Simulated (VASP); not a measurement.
# Li3F in VASP: a series of runs

The runs below take Li3F through single point, relaxation of cell and atoms, with PBE.

Everything below comes from runs of VASP 6.6.1. Logs are shortened: lines on timing, memory, paths and dates and some standing lists are left out, and cuts for length are marked.

## 1. The cell of the first run

The typed cell holds 4 atoms: a = 5.158 Å, b = 5.158 Å, c = 2.650 Å, α = 90.00°, β = 90.00°, γ = 120.00°.

## 2. Single point, PBE

Contents of INCAR:

```
ALGO = Normal
EDIFF = 1E-7
ENCUT = 520
GGA = PE
ISIF = 2
ISMEAR = 0
LASPH = True
LCHARG = False
LREAL = False
LWAVE = False
NBANDS = 16
NELM = 60
PREC = Accurate
SIGMA = 0.1
```

Contents of KPOINTS:

```
k-points
0
Gamma
  6 6 6
```

Contents of POSCAR:

```
Li3F
1.0
    5.1575021068      0.0000000000      0.0000000000
   -2.5787510534      4.4665278446      0.0000000000
    0.0000000000      0.0000000000      2.6495533393
Li F
3 1
Direct
    0.7040871079      0.0000000000     -0.0937629356
    0.2959128921      0.2959128921     -0.0937629356
    0.0000000000      0.7040871079     -0.0937629356
    0.0000000000      0.0000000000      0.4062888067
```

Potentials or basis: VASP PAW PBE potentials, release 64 (Li_sv, F).

Run with:

```
$ cat potpaw_PBE.64/Li_sv/POTCAR potpaw_PBE.64/F/POTCAR > POTCAR
$ mpirun -np 1 vasp_std > vasp.out
```

OUTCAR:

```text
EDIFF = 1E-7
   ENCUT = 520
   GGA = PE
   ISIF = 2
   ISMEAR = 0
   LASPH = True
   LREAL = False
   NELM = 60
   PREC = Accurate

 ion  position               nearest neighbor table
   1  0.704  0.000  0.906-   4 2.02   4 2.02
   2  0.296  0.296  0.906-   4 2.02   4 2.02
   3  0.000  0.704  0.906-   4 2.02   4 2.02
   4  0.000  0.000  0.406-   1 2.02   2 2.02   3 2.02   1 2.02   2 2.02   3 2.02

  LATTYP: Found a hexagonal cell.
 ALAT       =     5.1575021068
 C/A-ratio  =     0.5137280188

  Lattice vectors:

 A1 = (   5.1575021068,   0.0000000000,   0.0000000000)
 A2 = (  -2.5787510534,   4.4665278446,   0.0000000000)
 A3 = (   0.0000000000,   0.0000000000,   2.6495533393)

Analysis of symmetry for initial positions (statically):
=====================================================================
 Subroutine PRICEL returns:
 Original cell was already a primitive cell.

 Routine SETGRP: Setting up the symmetry group for a
 hexagonal supercell.

 Subroutine GETGRP returns: Found  6 space group operations
 (whereof  6 operations were pure point group operations)
 out of a pool of 24 trial point group operations.

The static configuration has the point symmetry C_3v.

Analysis of symmetry for dynamics (positions and initial velocities):
=====================================================================
 Subroutine PRICEL returns:
 Original cell was already a primitive cell.

 Routine SETGRP: Setting up the symmetry group for a
 hexagonal supercell.

 Subroutine GETGRP returns: Found  6 space group operations
 (whereof  6 operations were pure point group operations)
 out of a pool of 24 trial point group operations.

The dynamic configuration has the point symmetry C_3v.

 Subroutine INISYM returns: Found  6 space group operations
 (whereof  6 operations are pure point group operations),
 and found     1 'primitive' translations

----------------------------------------------------------------------------------------

                                     Primitive cell

  volume of cell :      61.0354

  direct lattice vectors                    reciprocal lattice vectors
[... 83 lines left out ...]
   ISTART =      0    job   : 0-new  1-cont  2-samecut
   ICHARG =      2    charge: 1-file 2-atom 10-const
   ISPIN  =      1    spin polarized calculation?
   LNONCOLLINEAR =      F non collinear calculations
   LSORBIT =      F    spin-orbit coupling
   LASPH  =      T    aspherical Exc in radial PAW
   ENCUT  =  520.0 eV  38.22 Ry    6.18 a.u.   9.59  9.59  4.93*2*pi/ulx,y,z
   NELM   =     60;   NELMIN=  2; NELMDL= -5     # of ELM steps
   EDIFF  = 0.1E-06   stopping-criterion for ELM
   LREAL  =      F    real-space projection
   EDIFFG = 0.1E-05   stopping-criterion for IOM
   NSW    =      0    number of steps for IOM
   IBRION =     -1    ionic relax: 0-MD 1-quasi-New 2-CG
   NFREE  =      0    steps in history (QN), initial steepest desc. (CG)
   ISIF   =      2    stress and relaxation
   ISYM   =      2    0-nonsym 1-usesym 2-fastsym
   POTIM  = 0.5000    time-step for ionic-motion
   TEBEG  =    0.0;   TEEND  =   0.0 temperature during run
   PSTRESS=    0.0 pullay stress
   NELECT =      16.0000    total number of electrons
   NUPDOWN=      -1.0000    fix difference up-down
   EMIN   =  10.00;   EMAX   =-10.00  energy-range for DOS
   EFERMI =   0.00;   METHOD = LEGACY
   ISMEAR =     0;   SIGMA  =   0.10  broadening in eV -4-tet -1-fermi 0-gaus
   EFERMI_NEDOS =   21; number of points for ismear=-14 and -15
   IALGO  =     38    algorithm
   IMIX   =      4    mixing-type and parameters
     AMIX     =   0.40;   BMIX     =  1.00
     AMIX_MAG =   1.60;   BMIX_MAG =  1.00
  volume/ion in A,a.u.               =      15.26       102.97
  Fermi-wavevector in a.u.,A,eV,Ry     =   1.047741  1.979944 14.935960  1.097762
  Thomas-Fermi vector in A             =   2.182634
   LORBIT       =      0    0 simple, 1 ext, 2 COOP (PROOUT), +10 PAW based schemes
   GGA     = PE    functional components
   LHFCALC =     F    Hartree Fock is set to
   AEXX    =    0.0000 exact exchange contribution
   IVDW    =     0    specifies the selected vdW correction
   LEPSILON=     F    determine dielectric tensor
   LRPA    =     F    only Hartree local field effects (RPA)
 non-spin polarized calculation
 Gauss-broadening in eV      SIGMA  =   0.10
  energy-cutoff  :      520.00
  volume of cell :       61.04
 maximum number of plane-waves:      1668
 NGX is ok and might be reduce to    40
   NGX = 19   NGY = 19   NGZ =  9

 number of electron      15.9999992 magnetization

 Free energy of the ion-electron system (eV)
  ---------------------------------------------------
  ext. energy  EPLUGINS =         0.00000000
  ---------------------------------------------------
  free energy    TOTEN  =       -12.77288534 eV

  energy without entropy =      -12.76829202  energy(sigma->0) =      -12.77058868

 E-fermi :   1.8885     XC(G=0):  -7.6596

 val. band max:        1.6851066245   @ k =   0.1667   0.1667   0.0000
 cond. band min:       1.8887098125   @ k =   0.3333  -0.0000   0.1667
 fundamental gap:      0.2036031880
 Fermi energy:         1.8884834269

 k-point     1 :       0.0000    0.0000    0.0000
  band No.  band energies     occupation
      1     -45.3578      2.00000
      2     -45.3236      2.00000
      3     -45.3236      2.00000
      4     -24.1615      2.00000
      5      -5.8354      2.00000
      6      -5.8354      2.00000
[... 433 lines left out ...]
      3     -45.3044      2.00000
      4     -23.9118      2.00000
      5      -6.4168      2.00000
      6      -5.6391      2.00000
[... 8 lines left out ...]
     15      11.2549      0.00000
     16      12.4194      0.00000

 [... further k-points ...]
[... 5 lines left out ...]
  --------------------------------------------------------------------------------------
  -------------------------------------------------------------------------------------
  Total        0.0072103      0.0072103     -0.0659917      0.0000000     -0.0000000     -0.0000000
  in kB        0.1892692      0.1892692     -1.7322791      0.0000000     -0.0000000     -0.0000000
  external PRESSURE =      -0.4512469 kB  Pullay stress =       0.0000000 kB

 VOLUME and BASIS-vectors are now :
 -----------------------------------------------------------------------------
  energy-cutoff  :      520.00
  volume of cell :       61.04
      direct lattice vectors                 reciprocal lattice vectors
     5.157502107  0.000000000  0.000000000     0.193892311  0.111943778  0.000000000
    -2.578751053  4.466527845  0.000000000     0.000000000  0.223887555  0.000000000
     0.000000000  0.000000000  2.649553339     0.000000000  0.000000000  0.377422106

 POSITION                                       TOTAL-FORCE (eV/Angst)
 -----------------------------------------------------------------------------------
      3.63133      0.00000      2.40112        -0.010981     -0.000000     -0.000229
      0.76309      1.32170      2.40112         0.005491      0.009510     -0.000229
     -1.81567      3.14482      2.40112         0.005491     -0.009510     -0.000229
      0.00000      0.00000      1.07648        -0.000000      0.000000      0.000688
 -----------------------------------------------------------------------------------
    total drift:                               -0.000000     -0.000000      0.004332

  FREE ENERGIE OF THE ION-ELECTRON SYSTEM (eV)
  ---------------------------------------------------
  free  energy   TOTEN  =       -12.7728853391 eV

  energy  without entropy=      -12.7682920156  energy(sigma->0) =      -12.77058868
```

OSZICAR:

```text
N       E                     dE             d eps       ncg     rms          rms(c)
DAV:   1     0.972500980036E+02    0.97250E+02   -0.72521E+03  1088   0.104E+03
DAV:   2    -0.333054395119E+00   -0.97583E+02   -0.93215E+02  1360   0.261E+02
DAV:   3    -0.134123037035E+02   -0.13079E+02   -0.12966E+02  2152   0.622E+01
DAV:   4    -0.135740995472E+02   -0.16180E+00   -0.16174E+00  1232   0.104E+01
DAV:   5    -0.135777118763E+02   -0.36123E-02   -0.36120E-02  1808   0.105E+00    0.503E+00
DAV:   6    -0.127957294533E+02    0.78198E+00   -0.21641E+00  1328   0.960E+00    0.157E+00
DAV:   7    -0.127839533606E+02    0.11776E-01   -0.13712E-01  1632   0.192E+00    0.107E+00
DAV:   8    -0.127748545505E+02    0.90988E-02   -0.73510E-02  1520   0.206E+00    0.436E-01
DAV:   9    -0.127725986054E+02    0.22559E-02   -0.14085E-02  1544   0.827E-01    0.882E-02
DAV:  10    -0.127729468222E+02   -0.34822E-03   -0.12188E-03  1368   0.221E-01    0.797E-02
DAV:  11    -0.127728863954E+02    0.60427E-04   -0.27560E-04  1584   0.112E-01    0.119E-02
DAV:  12    -0.127728868634E+02   -0.46802E-06   -0.37924E-06  1496   0.148E-02    0.726E-03
DAV:  13    -0.127728854077E+02    0.14557E-05   -0.50168E-06  1480   0.154E-02    0.111E-03
DAV:  14    -0.127728853391E+02    0.68596E-07   -0.28890E-07  1408   0.366E-03
   1 F= -.12772885E+02 E0= -.12770589E+02  d E =-.459332E-02
```

Run time: 34 s. Hardware: 1 thread of Intel Xeon 6975P-C, shared host; peak memory 0.18 GiB.

Results:

* Free energy: -12.7729 eV
* Largest force: 0.011 eV/Å
* Band gap on the k mesh: zero (band 8 reaches 4.81 eV, above the bottom of band 9 at 0.52 eV)

Forces on the atoms (eV/Å):
```
Li  -0.011  0.000  0.000
Li   0.005  0.010  0.000
Li   0.005 -0.010  0.000
F    0.000  0.000  0.001
```

Levels at points of the mesh, in eV from the Fermi level:
| k point | band 6 | band 7 | band 8 | band 9 | band 10 | band 11 |
| --- | --- | --- | --- | --- | --- | --- |
| (0.00, 0.00, 0.00) | -7.72 | -6.50 | -2.91 | 1.91 | 2.03 | 2.03 |
| (0.50, 0.00, 0.00) | -7.74 | -6.50 | -1.71 | -1.15 | 1.78 | 4.31 |
| (0.00, 0.00, 0.50) | -7.38 | -7.38 | 0.57 | 2.61 | 5.22 | 5.22 |
| (0.50, 0.00, 0.50) | -7.45 | -7.39 | 2.46 | 2.68 | 2.72 | 3.36 |

Caveat: the k points lie up to 0.40 Å⁻¹ apart; the cutoff is under 1.25 times the usual one of these potentials, so pressure, stress and relaxed cells hold a basis-set (Pulay) error.

## 3. Single point, PBE

This run uses another cell than the first one, of 15.33 Å³/atom, 1.005 times its volume.

Contents of INCAR:

```
PREC = Accurate
ENCUT = 520
EDIFF = 1E-7
ISMEAR = 0
SIGMA = 0.1
LREAL = F
LASPH = T
NELM = 80
ALGO = Normal
ISIF = 2
LWAVE = F
LCHARG = F
GGA = PE
NBANDS = 16
```

Contents of KPOINTS:

```
regular mesh
0
Gamma
  12 12 18
```

Contents of POSCAR:

```
Li3F
1.0
    5.1712248156      0.0000000000      0.0000000000
   -2.5856124078      4.4784120590      0.0000000000
    0.0000000000      0.0000000000      2.6481569065
Li F
3 1
Direct
    0.7044143197      0.0000000000      0.5000000000
    0.2955856803      0.2955856803      0.5000000000
    0.0000000000      0.7044143197      0.5000000000
    0.0000000000      0.0000000000      0.0000000000
```

Potentials or basis: VASP PAW PBE potentials, release 64 (Li_sv, F).

Run with:

```
$ cat potpaw_PBE.64/Li_sv/POTCAR potpaw_PBE.64/F/POTCAR > POTCAR
$ mpirun -np 1 vasp_std > vasp.out
```

OUTCAR:

```text
PREC = Accurate
   ENCUT = 520
   EDIFF = 1E-7
   ISMEAR = 0
   LREAL = F
   LASPH = T
   NELM = 80
   ISIF = 2
   GGA = PE

 ion  position               nearest neighbor table
   1  0.704  0.000  0.500-   4 2.02   4 2.02
   2  0.296  0.296  0.500-   4 2.02   4 2.02
   3  0.000  0.704  0.500-   4 2.02   4 2.02
   4  0.000  0.000  0.000-   1 2.02   1 2.02   3 2.02   2 2.02   2 2.02   3 2.02

  LATTYP: Found a hexagonal cell.
 ALAT       =     5.1712248156
 C/A-ratio  =     0.5120947166

  Lattice vectors:

 A1 = (   5.1712248156,   0.0000000000,   0.0000000000)
 A2 = (  -2.5856124078,   4.4784120590,   0.0000000000)
 A3 = (   0.0000000000,   0.0000000000,   2.6481569065)

Analysis of symmetry for initial positions (statically):
=====================================================================
 Subroutine PRICEL returns:
 Original cell was already a primitive cell.

 Routine SETGRP: Setting up the symmetry group for a
 hexagonal supercell.

 Subroutine GETGRP returns: Found 12 space group operations
 (whereof 12 operations were pure point group operations)
[... 165 lines left out ...]
  free energy    TOTEN  =       -12.77771336 eV

  energy without entropy =      -12.77379923  energy(sigma->0) =      -12.77575630

 E-fermi :   1.8370     XC(G=0):  -7.6439

 val. band max:        1.8342304484   @ k =   0.1667   0.0833   0.3889
 cond. band min:       1.8446891650   @ k =   0.2500   0.2500   0.2222
 fundamental gap:      0.0104587166
 Fermi energy:         1.8369793958

 k-point     1 :       0.0000    0.0000    0.0000
  band No.  band energies     occupation
      1     -45.3865      2.00000
      2     -45.3530      2.00000
      3     -45.3530      2.00000
      4     -24.1715      2.00000
      5      -5.8484      2.00000
      6      -5.8484      2.00000
[... 433 lines left out ...]
      3     -45.3532      2.00000
      4     -24.1617      2.00000
      5      -5.8994      2.00000
      6      -5.8482      2.00000
[... 8 lines left out ...]
     15      12.8593      0.00000
     16      13.7120      0.00000

 [... further k-points ...]
[... 5 lines left out ...]
  --------------------------------------------------------------------------------------
  -------------------------------------------------------------------------------------
  Total       -0.0492950     -0.0492950     -0.0442378      0.0000000      0.0000000     -0.0000000
  in kB       -1.2878124     -1.2878124     -1.1556942      0.0000000      0.0000000     -0.0000000
  external PRESSURE =      -1.2437730 kB  Pullay stress =       0.0000000 kB

 VOLUME and BASIS-vectors are now :
 -----------------------------------------------------------------------------
  energy-cutoff  :      520.00
  volume of cell :       61.33
      direct lattice vectors                 reciprocal lattice vectors
     5.171224816  0.000000000  0.000000000     0.193377785  0.111646716  0.000000000
    -2.585612408  4.478412059  0.000000000     0.000000000  0.223293432  0.000000000
     0.000000000  0.000000000  2.648156907     0.000000000  0.000000000  0.377621129

 POSITION                                       TOTAL-FORCE (eV/Angst)
 -----------------------------------------------------------------------------------
      3.64268      0.00000      1.32408        -0.004538      0.000000      0.000000
      0.76427      1.32375      1.32408         0.002269      0.003930      0.000000
     -1.82134      3.15466      1.32408         0.002269     -0.003930     -0.000000
      0.00000      0.00000      0.00000        -0.000000      0.000000      0.000000
 -----------------------------------------------------------------------------------
    total drift:                               -0.000001     -0.000001      0.000001

  FREE ENERGIE OF THE ION-ELECTRON SYSTEM (eV)
  ---------------------------------------------------
  free  energy   TOTEN  =       -12.7777133627 eV

  energy  without entropy=      -12.7737992278  energy(sigma->0) =      -12.77575630
```

stdout:

```text
POSCAR found type information on POSCAR LiF
 POSCAR found :  2 types and       4 ions
 scaLAPACK will be used
 LDA part: xc-table for (Slater+PW92), standard interpolation
 POSCAR, INCAR and KPOINTS ok, starting setup
 FFT: planning ... GRIDC
 FFT: planning ... GRID_SOFT
 FFT: planning ... GRID
 WAVECAR not read
 entering main loop
```

It took 2.2 min on 1 thread of Intel Xeon 6975P-C, shared host; peak memory 0.27 GiB.

Results:

```
Free energy            : -12.7777 eV
Largest force          : 0.005 eV/Å
Band gap on the k mesh : zero (band 8 reaches 4.79 eV, above the bottom of band 9 at 0.50 eV)
```

Forces on the atoms (eV/Å):
```
Li  -0.005  0.000  0.000
Li   0.002  0.004  0.000
Li   0.002 -0.004  0.000
F    0.000  0.000  0.000
```

Levels at points of the mesh, in eV from the Fermi level:
```csv
k point,band 6,band 7,band 8,band 9,band 10,band 11
"(0.00, 0.00, 0.00)",-7.69,-6.45,-2.87,1.94,2.05,2.05
"(0.50, 0.00, 0.00)",-7.70,-6.45,-1.68,-1.12,1.79,4.30
"(0.00, 0.00, 0.50)",-7.34,-7.34,0.61,2.65,5.25,5.25
"(0.50, 0.00, 0.50)",-7.40,-7.35,2.49,2.71,2.76,3.41
```

Caveat: the cutoff is under 1.25 times the usual one of these potentials, so pressure, stress and relaxed cells hold a basis-set (Pulay) error.

(Continued in part 2 of 2.)
